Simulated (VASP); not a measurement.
# AlN (P6_3mc) in VASP: settings compared

Aim: see how the results for AlN move with the level of theory and the settings. Levels: PBE, PBEsol, r2SCAN. Tasks: single point, relaxation of cell and atoms.

Program: VASP 6.6.1. These are calculated values, not measurements. Logs are shortened: lines on timing, memory, paths and dates and some standing lists are left out, and cuts for length are marked.

### 1 The cell of the first run

Symmetry: P6_3mc, No. 186, hexagonal system. The conventional cell has a = 3.107 Å, b = 3.107 Å, c = 4.979 Å, α = 90.00°, β = 90.00°, γ = 120.00°. Within 2.5 Å of Al (site symmetry 3m) lie 4 N at 1.89 to 1.90 Å. N (site symmetry 3m) has 4 Al at 1.89 to 1.90 Å within 2.5 Å.

### 2 Single point, PBE

INCAR reads:

```
SYSTEM = AlN
ALGO = Normal ; EDIFF = 1E-7
ENCUT = 520 ; GGA = PE
ISIF = 2 ; ISMEAR = 0
LASPH = .True. ; LCHARG = .False.
LREAL = .False. ; LWAVE = .False.
NBANDS = 16 ; NELM = 80
PREC = Accurate ; SIGMA = 0.01
```

KPOINTS reads:

```
k-points
0
Gamma
  6 6 4
  0 0 0
```

POSCAR reads:

```
AlN
1.0
    3.1066937601      0.0000000000      0.0000000000
   -1.5533468801      2.6904757181      0.0000000000
    0.0000000000      0.0000000000      4.9785915499
Al N
2 2
Direct
    0.3333333333      0.6666666667     -0.0032954728
    0.6666666667      0.3333333333      0.4967045272
    0.3333333333      0.6666666667      0.3782954728
    0.6666666667      0.3333333333      0.8782954728
```

Potentials or basis: VASP PAW PBE potentials, release 64 (Al, N).

On the command line:

```bash
> cat potpaw_PBE.64/Al/POTCAR potpaw_PBE.64/N/POTCAR > POTCAR
> mpirun -np 1 vasp_std > vasp.out
```

OUTCAR:

```text
SYSTEM = AlN
   EDIFF = 1E-7
   ENCUT = 520
   GGA = PE
   ISIF = 2
   ISMEAR = 0
   LASPH = .True.
   LREAL = .False.
   NELM = 80
   PREC = Accurate

 ion  position               nearest neighbor table
   1  0.333  0.667  0.997-   4 1.89   4 1.89   4 1.89   3 1.90   2 3.07   2 3.07   2 3.07   2 3.07
                             2 3.07   2 3.07
   2  0.667  0.333  0.497-   3 1.89   3 1.89   3 1.89   4 1.90   1 3.07   1 3.07   1 3.07   1 3.07
                             1 3.07   1 3.07
   3  0.333  0.667  0.378-   2 1.89   2 1.89   2 1.89   1 1.90
   4  0.667  0.333  0.878-   1 1.89   1 1.89   1 1.89   2 1.90

  LATTYP: Found a hexagonal cell.
 ALAT       =     3.1066937601
 C/A-ratio  =     1.6025369523

  Lattice vectors:

 A1 = (   3.1066937601,   0.0000000000,   0.0000000000)
 A2 = (  -1.5533468801,   2.6904757181,   0.0000000000)
 A3 = (   0.0000000000,   0.0000000000,   4.9785915499)

Analysis of symmetry for initial positions (statically):
=====================================================================
 Subroutine PRICEL returns:
 Original cell was already a primitive cell.

 Routine SETGRP: Setting up the symmetry group for a
 hexagonal supercell.

 Subroutine GETGRP returns: Found 12 space group operations
 (whereof  6 operations were pure point group operations)
 out of a pool of 24 trial point group operations.

The static configuration has the point symmetry C_3v.
 The point group associated with its full space group is C_6v.

Analysis of symmetry for dynamics (positions and initial velocities):
=====================================================================
 Subroutine PRICEL returns:
 Original cell was already a primitive cell.

 Routine SETGRP: Setting up the symmetry group for a
 hexagonal supercell.

 Subroutine GETGRP returns: Found 12 space group operations
 (whereof  6 operations were pure point group operations)
 out of a pool of 24 trial point group operations.

The dynamic configuration has the point symmetry C_3v.
 The point group associated with its full space group is C_6v.

 Subroutine INISYM returns: Found 12 space group operations
 (whereof  6 operations are pure point group operations),
 and found     1 'primitive' translations

----------------------------------------------------------------------------------------

                                     Primitive cell

  volume of cell :      41.6135

[... 90 lines left out ...]
   EDIFFG = 0.1E-05   stopping-criterion for IOM
   NSW    =      0    number of steps for IOM
   IBRION =     -1    ionic relax: 0-MD 1-quasi-New 2-CG
   NFREE  =      0    steps in history (QN), initial steepest desc. (CG)
   ISIF   =      2    stress and relaxation
   ISYM   =      2    0-nonsym 1-usesym 2-fastsym
   POTIM  = 0.5000    time-step for ionic-motion
   TEBEG  =    0.0;   TEEND  =   0.0 temperature during run
   PSTRESS=    0.0 pullay stress
   NELECT =      16.0000    total number of electrons
   NUPDOWN=      -1.0000    fix difference up-down
   EMIN   =  10.00;   EMAX   =-10.00  energy-range for DOS
   EFERMI =   0.00;   METHOD = LEGACY
   ISMEAR =     0;   SIGMA  =   0.01  broadening in eV -4-tet -1-fermi 0-gaus
   EFERMI_NEDOS =   21; number of points for ismear=-14 and -15
   IALGO  =     38    algorithm
   IMIX   =      4    mixing-type and parameters
     AMIX     =   0.40;   BMIX     =  1.00
     AMIX_MAG =   1.60;   BMIX_MAG =  1.00
  volume/ion in A,a.u.               =      10.40        70.21
  Fermi-wavevector in a.u.,A,eV,Ry     =   1.190429  2.249585 19.281103  1.417121
  Thomas-Fermi vector in A             =   2.326514
   LORBIT       =      0    0 simple, 1 ext, 2 COOP (PROOUT), +10 PAW based schemes
   GGA     = PE    functional components
   LHFCALC =     F    Hartree Fock is set to
   AEXX    =    0.0000 exact exchange contribution
   IVDW    =     0    specifies the selected vdW correction
   LEPSILON=     F    determine dielectric tensor
   LRPA    =     F    only Hartree local field effects (RPA)
 non-spin polarized calculation
 Gauss-broadening in eV      SIGMA  =   0.01
  energy-cutoff  :      520.00
  volume of cell :       41.61
 maximum number of plane-waves:      1152
 NGX is ok and might be reduce to    24
   NGX = 11   NGY = 11   NGZ = 19

 number of electron      15.9999997 magnetization

 Free energy of the ion-electron system (eV)
  ---------------------------------------------------
  ext. energy  EPLUGINS =         0.00000000
  ---------------------------------------------------
  free energy    TOTEN  =       -29.76652655 eV

  energy without entropy =      -29.76652655  energy(sigma->0) =      -29.76652655

 E-fermi :   6.2459     XC(G=0): -10.9265

 val. band max:        6.1866225176   @ k =   0.0000   0.0000   0.0000
 cond. band min:      10.4297492190   @ k =   0.0000   0.0000   0.0000
 fundamental gap:      4.2431267013
 Fermi energy:         6.2459299798

 k-point     1 :       0.0000    0.0000    0.0000
  band No.  band energies     occupation
      1      -9.0203      2.00000
      2      -6.8655      2.00000
      3       0.1771      2.00000
      4       5.3274      2.00000
      5       5.3274      2.00000
      6       5.9763      2.00000
[... 376 lines left out ...]
      3       1.3452      2.00000
      4       1.3452      2.00000
      5       2.3150      2.00000
      6       2.3150      2.00000
[... 8 lines left out ...]
     15      20.0378      0.00000
     16      20.0378      0.00000

------------------------ aborting loop because EDIFF is reached ----------------------------------------

  FORCE on cell =-STRESS in cart. coord.  units (eV):
  Direction    XX          YY          ZZ          XY          YZ          ZX
  --------------------------------------------------------------------------------------
  -------------------------------------------------------------------------------------
  Total        1.1537461      1.1537461      1.1082528     -0.0000000      0.0000000      0.0000000
  in kB       44.4208425     44.4208425     42.6692880     -0.0000000      0.0000000      0.0000000
  external PRESSURE =      43.8369910 kB  Pullay stress =       0.0000000 kB

 VOLUME and BASIS-vectors are now :
 -----------------------------------------------------------------------------
  energy-cutoff  :      520.00
  volume of cell :       41.61
      direct lattice vectors                 reciprocal lattice vectors
     3.106693760  0.000000000  0.000000000     0.321885605  0.185840741  0.000000000
    -1.553346880  2.690475718  0.000000000     0.000000000  0.371681481  0.000000000
     0.000000000  0.000000000  4.978591550     0.000000000  0.000000000  0.200860020

 POSITION                                       TOTAL-FORCE (eV/Angst)
 -----------------------------------------------------------------------------------
     -0.00000      1.79365      4.96218        -0.000000      0.000000     -0.010174
      1.55335      0.89683      2.47289         0.000000      0.000000     -0.010174
     -0.00000      1.79365      1.88338        -0.000000      0.000000      0.010174
      1.55335      0.89683      4.37267         0.000000     -0.000000      0.010174
 -----------------------------------------------------------------------------------
    total drift:                               -0.000000     -0.000000     -0.000954

  FREE ENERGIE OF THE ION-ELECTRON SYSTEM (eV)
  ---------------------------------------------------
  free  energy   TOTEN  =       -29.7665265529 eV

  energy  without entropy=      -29.7665265529  energy(sigma->0) =      -29.76652655
```

stdout:

```text
POSCAR found type information on POSCAR AlN
 POSCAR found :  2 types and       4 ions
 scaLAPACK will be used
 LDA part: xc-table for (Slater+PW92), standard interpolation
 POSCAR, INCAR and KPOINTS ok, starting setup
 FFT: planning ... GRIDC
 FFT: planning ... GRID_SOFT
 FFT: planning ... GRID
 WAVECAR not read
 entering main loop
```

Wall time 6.6 s (1 thread of Intel Xeon Platinum 8559C (Emerald Rapids), shared host); peak memory 0.15 GiB.

Results:

```
Free energy            : -29.7665 eV
Pressure               : 4.4 GPa
Largest force          : 0.010 eV/Å
Band gap on the k mesh : 4.24 eV
```

Forces on the atoms (eV/Å):
```
Al   0.000  0.000 -0.010
Al   0.000  0.000 -0.010
N    0.000  0.000  0.010
N    0.000  0.000  0.010
```

Caveat: the cell stands under pressure.

### 3 Single point, PBE

INCAR reads:

```
PREC     = Accurate       # precision mode
ENCUT    = 520            # plane-wave cutoff, eV
EDIFF    = 1E-6           # SCF threshold, eV
ISMEAR   = 0              # smearing method
SIGMA    = 0.01           # smearing width, eV
LREAL    = False          # projectors in reciprocal space
LASPH    = True           # aspherical terms in the spheres
NELM     = 60             # most SCF steps
ALGO     = Normal         # electronic algorithm
ISIF     = 2              # what is computed and relaxed
LWAVE    = False          # write WAVECAR
LCHARG   = False          # write CHGCAR
GGA      = PE             # functional
NBANDS   = 16             # bands
```

KPOINTS reads:

```
Automatic mesh
0
Gamma
  6 6 4
```

POSCAR is that of step 2.

Potentials or basis: VASP PAW PBE potentials, release 64 (Al, N).

On the command line:

```bash
> cat potpaw_PBE.64/Al/POTCAR potpaw_PBE.64/N/POTCAR > POTCAR
> mpirun -np 1 vasp_std > vasp.out
```

OUTCAR:

```text
PREC = Accurate
   ENCUT = 520
   EDIFF = 1E-6
   ISMEAR = 0
   LREAL = False
   LASPH = True
   NELM = 60
   ISIF = 2
   GGA = PE

 ion  position               nearest neighbor table
   1  0.333  0.667  0.997-   4 1.89   4 1.89   4 1.89   3 1.90   2 3.07   2 3.07   2 3.07   2 3.07
                             2 3.07   2 3.07
   2  0.667  0.333  0.497-   3 1.89   3 1.89   3 1.89   4 1.90   1 3.07   1 3.07   1 3.07   1 3.07
                             1 3.07   1 3.07
   3  0.333  0.667  0.378-   2 1.89   2 1.89   2 1.89   1 1.90
[... 599 lines left out ...]
  --------------------------------------------------------------------------------------
  -------------------------------------------------------------------------------------
  Total        1.1563641      1.1563641      1.1109125     -0.0000000     -0.0000000      0.0000000
  in kB       44.5216414     44.5216415     42.7716902     -0.0000000     -0.0000000      0.0000000
  external PRESSURE =      43.9383244 kB  Pullay stress =       0.0000000 kB

 VOLUME and BASIS-vectors are now :
 -----------------------------------------------------------------------------
  energy-cutoff  :      520.00
  volume of cell :       41.61
      direct lattice vectors                 reciprocal lattice vectors
     3.106693760  0.000000000  0.000000000     0.321885605  0.185840741  0.000000000
    -1.553346880  2.690475718  0.000000000     0.000000000  0.371681481  0.000000000
     0.000000000  0.000000000  4.978591550     0.000000000  0.000000000  0.200860020

 POSITION                                       TOTAL-FORCE (eV/Angst)
 -----------------------------------------------------------------------------------
     -0.00000      1.79365      4.96218         0.000000     -0.000000     -0.010187
      1.55335      0.89683      2.47289         0.000000      0.000000     -0.010187
     -0.00000      1.79365      1.88338         0.000000      0.000000      0.010187
      1.55335      0.89683      4.37267        -0.000000     -0.000000      0.010187
 -----------------------------------------------------------------------------------
    total drift:                               -0.000000     -0.000000     -0.000980

  FREE ENERGIE OF THE ION-ELECTRON SYSTEM (eV)
  ---------------------------------------------------
  free  energy   TOTEN  =       -29.7665265574 eV

  energy  without entropy=      -29.7665265574  energy(sigma->0) =      -29.76652656
```

Wall time 6.1 s (1 thread of Intel Xeon Platinum 8559C (Emerald Rapids), shared host); peak memory 0.15 GiB.

Results:

```yaml
Free_energy: -29.7665 eV
Pressure: 4.4 GPa
Largest_force: 0.010 eV/Å
Band_gap_on_the_k_mesh: 4.24 eV
```

Forces in eV/Å, atoms in the order of the input:
```
Al   0.000  0.000 -0.010
Al   0.000  0.000 -0.010
N    0.000  0.000  0.010
N    0.000  0.000  0.010
```

Caveat: the cell stands under pressure.

### 4 Single point, PBEsol

This run uses another cell than the first one, of 10.46 Å³/atom.

INCAR reads:

```
ALGO = Normal
EDIFF = 1E-6
ENCUT = 520
GGA = PS
ISIF = 2
ISMEAR = -1
LASPH = T
LCHARG = F
LREAL = F
LWAVE = F
NBANDS = 16
NELM = 60
PREC = Accurate
SIGMA = 0.02
```

KPOINTS reads:

```
k-points
0
Gamma
  12 12 6
```

POSCAR reads:

```
AlN
1.0
    3.1138048259      0.0000000000      0.0000000000
   -1.5569024129      2.6966340816      0.0000000000
    0.0000000000      0.0000000000      4.9836777897
Al N
2 2
Direct
    0.3333333333      0.6666666667     -0.0034912790
    0.6666666667      0.3333333333      0.4965087210
    0.3333333333      0.6666666667      0.3784912790
    0.6666666667      0.3333333333      0.8784912790
```

On the command line:

```bash
> cat potpaw_PBE.64/Al/POTCAR potpaw_PBE.64/N/POTCAR > POTCAR
> mpirun -np 1 vasp_std > vasp.out
```

Run time: 16 s. Hardware: 1 thread of Intel Xeon Platinum 8559C (Emerald Rapids), shared host; peak memory 0.17 GiB.

It converged, with:

* Free energy: -31.3124 eV
* Pressure: -0.1 GPa
* Band gap on the k mesh: 4.11 eV

Levels at points of the mesh, in eV from the valence-band top:
```csv
k point,band 6,band 7,band 8,band 9,band 10,band 11
"(0.00, 0.00, 0.00)",-0.22,-0.22,0.00,4.11,6.55,10.49
"(0.50, 0.00, 0.00)",-2.11,-1.81,-0.70,5.66,5.67,8.07
"(0.00, 0.00, 0.50)",-0.56,-0.56,-0.56,6.36,6.36,10.20
"(0.50, 0.00, 0.50)",-1.49,-1.38,-1.38,5.17,5.17,9.12
```

Caveat: the PAW data sets were made with another functional, which shifts forces and pressure a little. A k mesh can miss the band edges.

### 5 Single point, r2SCAN

POSCAR reads:

```
AlN
1.0
    3.1066937601      0.0000000000      0.0000000000
   -1.5533468801      2.6904757181      0.0000000000
    0.0000000000      0.0000000000      4.9785915499
Al N
2 2
Direct
    0.3333333333      0.6666666667     -0.0032954728
    0.6666666667      0.3333333333      0.4967045272
    0.3333333333      0.6666666667      0.3782954728
    0.6666666667      0.3333333333      0.8782954728
```

INCAR.step1 reads:

```
SYSTEM = AlN
PREC = Accurate ; ENCUT = 520
ISMEAR = -1 ; SIGMA = 0.02
LREAL = .False. ; LASPH = .True.
NELM = 80 ; NBANDS = 16
GGA = PE ; ALGO = Normal
EDIFF = 1E-4 ; LWAVE = .True.
LCHARG = .False.
```

INCAR.step2 reads:

```
SYSTEM = AlN
PREC = Accurate ; ENCUT = 520
EDIFF = 1E-6 ; ISMEAR = -1
SIGMA = 0.02 ; LREAL = .False.
LASPH = .True. ; NELM = 80
ALGO = Normal ; ISIF = 2
LWAVE = .False. ; LCHARG = .False.
METAGGA = R2SCAN ; LMIXTAU = .True.
NBANDS = 16 ; ISTART = 1
```

KPOINTS reads:

```
regular mesh
0
Gamma
  12 12 6
  0 0 0
```

On the command line:

```bash
> cat potpaw_PBE.64/Al/POTCAR potpaw_PBE.64/N/POTCAR > POTCAR
> cp INCAR.step1 INCAR
> mpirun -np 1 vasp_std > vasp.out
> cp INCAR.step2 INCAR
> mpirun -np 1 vasp_std > vasp.out
```

Wall time 69 s (1 thread of Intel Xeon Platinum 8559C (Emerald Rapids), shared host); peak memory 0.18 GiB.

The run converged. Its results:

* Free energy: -38.4568 eV
* Pressure: -0.4 GPa
* Band gap on the k mesh: 4.92 eV

Forces in eV/Å, atoms in the order of the input:
```
Al   0.000  0.000 -0.002
Al   0.000  0.000 -0.002
N    0.000  0.000  0.002
N    0.000  0.000  0.002
```

Levels at points of the mesh, in eV from the valence-band top:
| k point | band 6 | band 7 | band 8 | band 9 | band 10 | band 11 |
| --- | --- | --- | --- | --- | --- | --- |
| (0.00, 0.00, 0.00) | -0.22 | -0.22 | 0.00 | 4.92 | 7.54 | 11.62 |
| (0.50, 0.00, 0.00) | -2.14 | -1.77 | -0.71 | 6.45 | 6.56 | 9.05 |
| (0.00, 0.00, 0.50) | -0.56 | -0.56 | -0.56 | 7.26 | 7.26 | 11.32 |
| (0.50, 0.00, 0.50) | -1.50 | -1.39 | -1.39 | 6.00 | 6.00 | 10.15 |

Caveat: the PAW data sets were made with another functional, which shifts forces and pressure a little. A k mesh can miss the band edges.

### 6 Relaxation of cell and atoms, PBEsol

This run uses another cell than the first one, of 10.64 Å³/atom.

INCAR reads:

```
PREC = Accurate
ENCUT = 600
EDIFF = 1E-7
ISMEAR = -1
SIGMA = 0.02
LREAL = F
LASPH = T
NELM = 80
ALGO = Normal
ISIF = 3
LWAVE = F
LCHARG = F
GGA = PS
IBRION = 2
NSW = 80
EDIFFG = -0.005
```

KPOINTS reads:

```
regular mesh
0
Gamma
  12 12 6
```

POSCAR reads:

```
AlN
1.0
    3.1301934354      0.0000000000      0.0000000000
   -1.5650967177      2.7108270338      0.0000000000
    0.0000000000      0.0000000000      5.0179194802
Al N
2 2
Direct
    0.3333333333      0.6666666667     -0.0032711563
    0.6666666667      0.3333333333      0.4967288437
    0.3333333333      0.6666666667      0.3782711563
    0.6666666667      0.3333333333      0.8782711563
```

Potentials or basis: VASP PAW PBE potentials, release 64 (Al, N).

On the command line:

```bash
> cat potpaw_PBE.64/Al/POTCAR potpaw_PBE.64/N/POTCAR > POTCAR
> mpirun -np 1 vasp_std > vasp.out
```

Run time: 92 s. Hardware: 1 thread of Intel Xeon Platinum 8559C (Emerald Rapids), shared host; peak memory 0.2 GiB.

The run converged. Its results:

* Free energy: -31.3168 eV
* Relaxed volume: 10.45 Å³/atom
* Relaxed cell: a = 3.113 Å, b = 3.113 Å, c = 4.982 Å, α = 90.00°, β = 90.00°, γ = 120.00°
* Space group after relaxing (to 0.1 Å): P6_3mc (No. 186)
* Energy gained by relaxing: 2.2 meV/atom
* Ionic steps: 7
* Pressure after relaxing: 0.0 GPa
* Band gap on the k mesh: 4.12 eV

The path:
| step | energy change (eV) | largest force (eV/Å) | pressure (GPa) | volume (Å³) |
| --- | --- | --- | --- | --- |
| 1 | 0.0000 | 0.0023 | -3.53 | 42.58 |
| 2 | -0.0017 | 0.0166 | 3.35 | 41.15 |
| 3 | -0.0086 | 0.0095 | 0.00 | 41.82 |
| 4 | -0.0086 | 0.0092 | 0.00 | 41.81 |
| 5 | -0.0086 | 0.0089 | 0.00 | 41.81 |
| 6 | -0.0086 | 0.0067 | 0.00 | 41.81 |
| 7 | -0.0086 | 0.0003 | 0.00 | 41.81 |

Final structure:
```xyz
4
Lattice="3.1130 0.0000 0.0000 -1.5565 2.6959 0.0000 0.0000 0.0000 4.9820" Properties=species:S:1:pos:R:3 pbc="T T T"
Al    0.0000    1.7973    4.9646
Al    1.5565    0.8986    2.4736
N     0.0000    1.7973    1.8857
N     1.5565    0.8986    4.3767
```

Levels at points of the mesh, in eV from the valence-band top:
| k point | band 4 | band 5 | band 6 | band 7 | band 8 | band 9 | band 10 | band 11 | band 12 |
| --- | --- | --- | --- | --- | --- | --- | --- | --- | --- |
| (0.00, 0.00, 0.00) | -0.88 | -0.88 | -0.22 | -0.22 | 0.00 | 4.12 | 6.55 | 10.50 | 11.02 |
| (0.50, 0.00, 0.00) | -4.20 | -3.38 | -2.12 | -1.81 | -0.70 | 5.67 | 5.67 | 8.08 | 10.16 |
| (0.00, 0.00, 0.50) | -3.36 | -0.56 | -0.56 | -0.56 | -0.56 | 6.37 | 6.37 | 10.20 | 10.20 |
| (0.50, 0.00, 0.50) | -5.66 | -1.49 | -1.49 | -1.38 | -1.38 | 5.17 | 5.17 | 9.12 | 9.12 |

Caveat: the PAW data sets were made with another functional, which shifts forces and pressure a little. A k mesh can miss the band edges.

### 7 The runs side by side

| task | level | cell | k mesh | cutoff (eV) | smearing | gap on the mesh (eV) | pressure (GPa) |
| --- | --- | --- | --- | --- | --- | --- | --- |
| single point | PBE | a = 3.107, b = 3.107, c = 4.979 Å, angles 90.0, 90.0, 120.0°, 4 atoms, atomic positions A | 6 × 6 × 4 | 520 | gaussian 0.01 eV | 4.24 | 4.4 |
| single point | PBEsol | a = 3.114, b = 3.114, c = 4.984 Å, angles 90.0, 90.0, 120.0°, 4 atoms, atomic positions B | 12 × 12 × 6 | 520 | fermi-dirac 0.02 eV | 4.11 | -0.1 |
| single point | r2SCAN | a = 3.107, b = 3.107, c = 4.979 Å, angles 90.0, 90.0, 120.0°, 4 atoms, atomic positions A | 12 × 12 × 6 | 520 | fermi-dirac 0.02 eV | 4.92 | -0.4 |
| relaxation of cell and atoms | PBEsol | relaxed from a = 3.130, b = 3.130, c = 5.018 Å, angles 90.0, 90.0, 120.0°, 4 atoms, atomic positions A | 12 × 12 × 6 | 600 | fermi-dirac 0.02 eV | 4.12 | 0.0 |

Alike in all rows: potentials or basis VASP PAW PBE potentials, release 64 (Al, N); no spin polarisation.

Caveats: the PAW data sets were made with another functional, which shifts forces and pressure a little (at least some runs); the cell stands under pressure (at least some runs).

Total energies depend on the potentials used, so only differences within one code and one set of settings carry meaning.
